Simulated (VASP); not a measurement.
# Ge (Fmmm) in VASP: notebook

Runs on Ge. Level: PBEsol. Tasks: single point.

Program: VASP 6.6.1. These are calculated values, not measurements. Logs are shortened: lines on timing, memory, paths and dates and some standing lists are left out, and cuts for length are marked.

**1. The cell of the first run**

It takes space group Fmmm (No. 69, orthorhombic). Conventional cell: a = 4.866 Å, b = 5.276 Å, c = 9.117 Å, α = 90.00°, β = 90.00°, γ = 90.00°. Ge (site symmetry m2m) has 8 Ge at 2.44 to 2.80 Å within 3.2 Å. Within 3.2 Å of Ge (site symmetry mm2) lie 8 Ge at 2.45 to 2.73 Å.

**2. Single point, PBEsol**

Contents of INCAR:

```
SYSTEM = Ge
PREC     = Accurate       ! precision mode
ENCUT    = 520            ! plane-wave cutoff, eV
EDIFF    = 1E-7           ! SCF threshold, eV
ISMEAR   = -1             ! smearing method
SIGMA    = 0.05           ! smearing width, eV
LREAL    = .False.        ! projectors in reciprocal space
LASPH    = .True.         ! aspherical terms in the spheres
NELM     = 60             ! most SCF steps
ALGO     = Normal         ! electronic algorithm
ISIF     = 2              ! what is computed and relaxed
LWAVE    = .False.        ! write WAVECAR
LCHARG   = .False.        ! write CHGCAR
GGA      = PS             ! functional
NBANDS   = 36             ! bands
```

Contents of KPOINTS:

```
Automatic mesh
0
Gamma
  7 7 7
  0 0 0
```

Contents of POSCAR:

```
Ge
1.0
    0.0000000000      2.6380553042      4.5582599829
    2.4330199124      0.0000000000      4.5582599829
    2.4330199124      2.6380553042      0.0000000000
Ge
4
Direct
    0.7346624489      0.2653375511      0.7346624489
    0.2653375511      0.7346624489      0.2653375511
    0.2335138219      0.2335138219      0.7664861781
    0.7664861781      0.7664861781      0.2335138219
```

Potentials or basis: VASP PAW PBE potentials, release 64 (Ge_d).

Run with:

```bash
$ cat potpaw_PBE.64/Ge_d/POTCAR > POTCAR
$ mpirun -np 1 vasp_std > vasp.out
```

OUTCAR:

```text
SYSTEM = Ge
   PREC = Accurate
   ENCUT = 520
   EDIFF = 1E-7
   ISMEAR = -1
   LREAL = .False.
   LASPH = .True.
   NELM = 60
   ISIF = 2
   GGA = PS

 ion  position               nearest neighbor table
   1  0.735  0.265  0.735-   2 2.44   2 2.44   2 2.48   3 2.55   4 2.55   4 2.73   3 2.73   2 2.80

   2  0.265  0.735  0.265-   1 2.44   1 2.44   1 2.48   3 2.55   4 2.55   3 2.73   4 2.73   1 2.80

   3  0.234  0.234  0.766-   4 2.45   4 2.45   1 2.55   2 2.55   4 2.66   4 2.66   2 2.73   1 2.73

   4  0.766  0.766  0.234-   3 2.45   3 2.45   1 2.55   2 2.55   3 2.66   3 2.66   2 2.73   1 2.73

  LATTYP: Found a face centered orthorhombic cell.
 ALAT       =     4.8660398248
 B/A-ratio  =     1.0842719744
 C/A-ratio  =     1.8734988397

  Lattice vectors:

 A1 = (   0.0000000000,   2.6380553042,   4.5582599829)
 A2 = (   2.4330199124,   0.0000000000,   4.5582599829)
 A3 = (   2.4330199124,   2.6380553042,   0.0000000000)

Analysis of symmetry for initial positions (statically):
=====================================================================
 Subroutine PRICEL returns:
 Original cell was already a primitive cell.

 Routine SETGRP: Setting up the symmetry group for a
 face centered orthorhombic supercell.

 Subroutine GETGRP returns: Found  8 space group operations
 (whereof  8 operations were pure point group operations)
 out of a pool of  8 trial point group operations.

The static configuration has the point symmetry D_2h.

Analysis of symmetry for dynamics (positions and initial velocities):
=====================================================================
 Subroutine PRICEL returns:
 Original cell was already a primitive cell.

 Routine SETGRP: Setting up the symmetry group for a
 face centered orthorhombic supercell.

 Subroutine GETGRP returns: Found  8 space group operations
 (whereof  8 operations were pure point group operations)
 out of a pool of  8 trial point group operations.

The dynamic configuration has the point symmetry D_2h.

 Subroutine INISYM returns: Found  8 space group operations
 (whereof  8 operations are pure point group operations),
 and found     1 'primitive' translations

----------------------------------------------------------------------------------------

                                     Primitive cell

  volume of cell :      58.5138

  direct lattice vectors                    reciprocal lattice vectors
     0.000000000  2.638055304  4.558259983    -0.205505922  0.189533555  0.109690979
     2.433019912  0.000000000  4.558259983     0.205505922 -0.189533555  0.109690979
     2.433019912  2.638055304  0.000000000     0.205505922  0.189533555 -0.109690979

  length of vectors
     5.266599459  5.166944935  3.588721455     0.300312776  0.300312776  0.300312776

  position of ions in fractional coordinates (direct lattice)
     0.734662449  0.265337551  0.734662449
     0.265337551  0.734662449  0.265337551
     0.233513822  0.233513822  0.766486178
     0.766486178  0.766486178  0.233513822

  ion indices of the primitive-cell ions
   primitive index   ion index
                 1           1
                 2           2
                 3           3
                 4           4

----------------------------------------------------------------------------------------

 KPOINTS: Automatic mesh

Automatic generation of k-mesh.
 Grid dimensions read from file:
 generate k-points for:    7    7    7

 Generating k-lattice:

  Cartesian coordinates                     Fractional coordinates (reciprocal lattice)
    -0.029357989  0.027076222  0.015670140     0.142857143 -0.000000000  0.000000000
     0.029357989 -0.027076222  0.015670140    -0.000000000  0.142857143  0.000000000
     0.029357989  0.027076222 -0.015670140     0.000000000  0.000000000  0.142857143

  Length of vectors
     0.042901825  0.042901825  0.042901825

  Shift w.r.t. Gamma in fractional coordinates (k-lattice)
     0.000000000  0.000000000  0.000000000

 Subroutine IBZKPT returns following result:
 ===========================================

 Found     64 irreducible k-points:

 Following reciprocal coordinates:
            Coordinates               Weight
  0.000000  0.000000  0.000000      1.000000
  0.142857  0.000000  0.000000      8.000000
  0.285714 -0.000000  0.000000      8.000000
  0.428571  0.000000  0.000000      8.000000
  0.142857  0.142857  0.000000      2.000000
  0.285714  0.142857  0.000000      8.000000
[... 16 lines left out ...]
  0.000000  0.142857  0.142857      2.000000
  0.285714  0.142857  0.142857      4.000000
 [... further k-points ...]
   k-points           NKPTS =     64   k-points in BZ     NKDIM =     64   number of bands    NBANDS=     36
   number of dos      NEDOS =    301   number of ions     NIONS =      4
   total plane-waves  NPLWV =  44800
   dimension x,y,z NGX =    40 NGY =   40 NGZ =   28
   dimension x,y,z NGXF=    80 NGYF=   80 NGZF=   56
   ions per type =               4
   NGX,Y,Z   is equivalent  to a cutoff of  12.63, 12.87, 12.97 a.u.
   NGXF,Y,Z  is equivalent  to a cutoff of  25.25, 25.74, 25.94 a.u.
 SYSTEM =  Ge
   PREC   = accura    normal or accurate (medium, high low for compatibility)
   ISTART =      0    job   : 0-new  1-cont  2-samecut
   ICHARG =      2    charge: 1-file 2-atom 10-const
   ISPIN  =      1    spin polarized calculation?
   LNONCOLLINEAR =      F non collinear calculations
   LSORBIT =      F    spin-orbit coupling
   LASPH  =      T    aspherical Exc in radial PAW
   ENCUT  =  520.0 eV  38.22 Ry    6.18 a.u.   9.79  9.61  6.67*2*pi/ulx,y,z
   NELM   =     60;   NELMIN=  2; NELMDL= -5     # of ELM steps
   EDIFF  = 0.1E-06   stopping-criterion for ELM
   LREAL  =      F    real-space projection
   EDIFFG = 0.1E-05   stopping-criterion for IOM
   NSW    =      0    number of steps for IOM
   IBRION =     -1    ionic relax: 0-MD 1-quasi-New 2-CG
   NFREE  =      0    steps in history (QN), initial steepest desc. (CG)
   ISIF   =      2    stress and relaxation
   ISYM   =      2    0-nonsym 1-usesym 2-fastsym
   POTIM  = 0.5000    time-step for ionic-motion
   TEBEG  =    0.0;   TEEND  =   0.0 temperature during run
   PSTRESS=    0.0 pullay stress
   NELECT =      56.0000    total number of electrons
   NUPDOWN=      -1.0000    fix difference up-down
   EMIN   =  10.00;   EMAX   =-10.00  energy-range for DOS
   EFERMI =   0.00;   METHOD = LEGACY
   ISMEAR =    -1;   SIGMA  =   0.05  broadening in eV -4-tet -1-fermi 0-gaus
   EFERMI_NEDOS =   21; number of points for ismear=-14 and -15
   IALGO  =     38    algorithm
   IMIX   =      4    mixing-type and parameters
     AMIX     =   0.40;   BMIX     =  1.00
     AMIX_MAG =   1.60;   BMIX_MAG =  1.00
  volume/ion in A,a.u.               =      14.63        98.72
  Fermi-wavevector in a.u.,A,eV,Ry     =   1.613310  3.048715 35.412846  2.602771
  Thomas-Fermi vector in A             =   2.708400
   LORBIT       =      0    0 simple, 1 ext, 2 COOP (PROOUT), +10 PAW based schemes
   GGA     = PS    functional components
   LHFCALC =     F    Hartree Fock is set to
   AEXX    =    0.0000 exact exchange contribution
   IVDW    =     0    specifies the selected vdW correction
   LEPSILON=     F    determine dielectric tensor
   LRPA    =     F    only Hartree local field effects (RPA)
 non-spin polarized calculation
  energy-cutoff  :      520.00
  volume of cell :       58.51
 maximum number of plane-waves:      1587
   NGX = 19   NGY = 19   NGZ = 13

 number of electron      55.9999992 magnetization

 Free energy of the ion-electron system (eV)
  ---------------------------------------------------
  ext. energy  EPLUGINS =         0.00000000
  ---------------------------------------------------
  free energy    TOTEN  =       -17.93398846 eV

  energy without entropy =      -17.92401548  energy(sigma->0) =      -17.92900197

 E-fermi :   9.5424     XC(G=0): -12.7262

 val. band max:        9.5420712309   @ k =   0.4286   0.2857   0.0000
 cond. band min:       9.5955456997   @ k =   0.4286   0.0000   0.4286
 fundamental gap:      0.0534744687
 Fermi energy:         9.5424306006

 k-point     1 :       0.0000    0.0000    0.0000
  band No.  band energies     occupation
      1     -15.4843      2.00000
      2     -15.4225      2.00000
      3     -15.3330      2.00000
      4     -15.3262      2.00000
      5     -15.3149      2.00000
      6     -15.3120      2.00000
[... 28 lines left out ...]
     35      18.8093      0.00000
     36      19.1604      0.00000

 k-point     2 :       0.1429    0.0000    0.0000
  band No.  band energies     occupation
      1     -15.4587      2.00000
      2     -15.4030      2.00000
      3     -15.3283      2.00000
      4     -15.3087      2.00000
      5     -15.3075      2.00000
      6     -15.2968      2.00000
[... 28 lines left out ...]
     35      18.3266      0.00000
     36      18.7755      0.00000

 k-point     3 :       0.2857   -0.0000    0.0000
  band No.  band energies     occupation
      1     -15.3878      2.00000
      2     -15.3478      2.00000
      3     -15.3243      2.00000
      4     -15.2869      2.00000
      5     -15.2659      2.00000
      6     -15.2606      2.00000
[... 28 lines left out ...]
     35      17.6708      0.00000
     36      18.1589      0.00000

 k-point     4 :       0.4286    0.0000    0.0000
  band No.  band energies     occupation
      1     -15.3207      2.00000
      2     -15.3155      2.00000
      3     -15.2734      2.00000
      4     -15.2552      2.00000
      5     -15.2325      2.00000
      6     -15.2232      2.00000
[... 28 lines left out ...]
     35      17.9383      0.00000
     36      18.1040      0.00000

 k-point     5 :       0.1429    0.1429    0.0000
  band No.  band energies     occupation
      1     -15.4787      2.00000
      2     -15.4200      2.00000
      3     -15.3211      2.00000
      4     -15.3183      2.00000
      5     -15.3086      2.00000
      6     -15.3005      2.00000
[... 655 lines left out ...]
 k-point    22 :      -0.1429    0.0000    0.1429
  band No.  band energies     occupation
      1     -15.4121      2.00000
      2     -15.3851      2.00000
      3     -15.3293      2.00000
      4     -15.3117      2.00000
      5     -15.2849      2.00000
      6     -15.2661      2.00000
[... 28 lines left out ...]
     35      16.1647      0.00000
     36      17.7819      0.00000

 k-point    23 :       0.0000    0.1429    0.1429
  band No.  band energies     occupation
      1     -15.4172      2.00000
      2     -15.3897      2.00000
      3     -15.3448      2.00000
      4     -15.3241      2.00000
      5     -15.2892      2.00000
      6     -15.2719      2.00000
[... 28 lines left out ...]
     35      17.4937      0.00000
     36      18.3312      0.00000

 k-point    24 :       0.2857    0.1429    0.1429
  band No.  band energies     occupation
      1     -15.4597      2.00000
      2     -15.3844      2.00000
      3     -15.3148      2.00000
      4     -15.3016      2.00000
      5     -15.2850      2.00000
      6     -15.2847      2.00000
[... 28 lines left out ...]
     35      18.2317      0.00000
     36      18.5915      0.00000

 [... further k-points ...]
[... 5 lines left out ...]
  --------------------------------------------------------------------------------------
  -------------------------------------------------------------------------------------
  Total       11.0000194     11.0204807     11.0470236      0.0000000      0.0000000      0.0000000
  in kB      301.1933565    301.7536107    302.4803846      0.0000000      0.0000000      0.0000000
  external PRESSURE =     301.8091173 kB  Pullay stress =       0.0000000 kB

 VOLUME and BASIS-vectors are now :
 -----------------------------------------------------------------------------
  energy-cutoff  :      520.00
  volume of cell :       58.51
      direct lattice vectors                 reciprocal lattice vectors
     0.000000000  2.638055304  4.558259983    -0.205505922  0.189533555  0.109690979
     2.433019912  0.000000000  4.558259983     0.205505922 -0.189533555  0.109690979
     2.433019912  2.638055304  0.000000000     0.205505922  0.189533555 -0.109690979

 POSITION                                       TOTAL-FORCE (eV/Angst)
 -----------------------------------------------------------------------------------
      2.43302      3.87616      4.55826         0.000000     -0.003723      0.000000
      2.43302      1.39995      4.55826         0.000000      0.003723      0.000000
      2.43302      2.63806      2.12883         0.000000     -0.000000      0.000888
      2.43302      2.63806      6.98769         0.000000     -0.000000     -0.000888
 -----------------------------------------------------------------------------------
    total drift:                                0.000000      0.000000      0.000000

  FREE ENERGIE OF THE ION-ELECTRON SYSTEM (eV)
  ---------------------------------------------------
  free  energy   TOTEN  =       -17.9339884600 eV

  energy  without entropy=      -17.9240154795  energy(sigma->0) =      -17.92900197
```

Run time: 89 s. Hardware: 1 thread of Intel Xeon 6975P-C (Granite Rapids), shared host; peak memory 0.24 GiB.

Results:

- Free energy: -17.9340 eV
- Pressure: 30.2 GPa
- Largest force: 0.004 eV/Å
- Band gap on the k mesh: zero (band 28 reaches 11.00 eV, above the bottom of band 29 at 7.06 eV)

Forces on the atoms (eV/Å):
```
Ge   0.000 -0.004  0.000
Ge   0.000  0.004  0.000
Ge   0.000  0.000  0.001
Ge   0.000  0.000 -0.001
```

Stress tensor (GPa, compression positive):
```
30.12  0.00  0.00
 0.00 30.18  0.00
 0.00  0.00 30.25
```

Caveat: the PAW data sets were made with another functional, which shifts forces and pressure a little.

[end of part 1 of 3]
